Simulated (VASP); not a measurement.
Input of a VASP 6.6.1 run:

The input INCAR:

```
PREC = Accurate
ENCUT = 520
EDIFF = 1E-6
ISMEAR = 0
SIGMA = 0.05
LREAL = F
LASPH = T
NELM = 60
ALGO = Normal
ISIF = 2
LWAVE = F
LCHARG = F
GGA = PS
NBANDS = 20
```

KPOINTS

```
regular mesh
0
Gamma
  8 8 8
```

POSCAR

```
CdF2
1.0
    0.0000000000      2.5455326042      2.6496448877
    2.5455326042      0.0000000000      2.6496448877
    2.5455326042      2.5455326042      0.0000000000
Cd F
1 2
Direct
    0.0000000000      0.0000000000      0.0000000000
    0.2500000000      0.2500000000      0.2500000000
    0.7500000000      0.7500000000      0.7500000000
```

Potentials or basis: VASP PAW PBE potentials, release 64 (Cd, F).

Run with:

```bash
$ cat potpaw_PBE.64/Cd/POTCAR potpaw_PBE.64/F/POTCAR > POTCAR
$ mpirun -np 1 vasp_std > vasp.out
```

(1) Predict the pressure.

(2) Predict the band gap on the k mesh.

Answers

(1) 20.5 GPa.

(2) 3.31 eV (least direct gap 3.54 eV).

Caveat: the cell stands under pressure; the PAW data sets were made with another functional, which shifts forces and pressure a little.
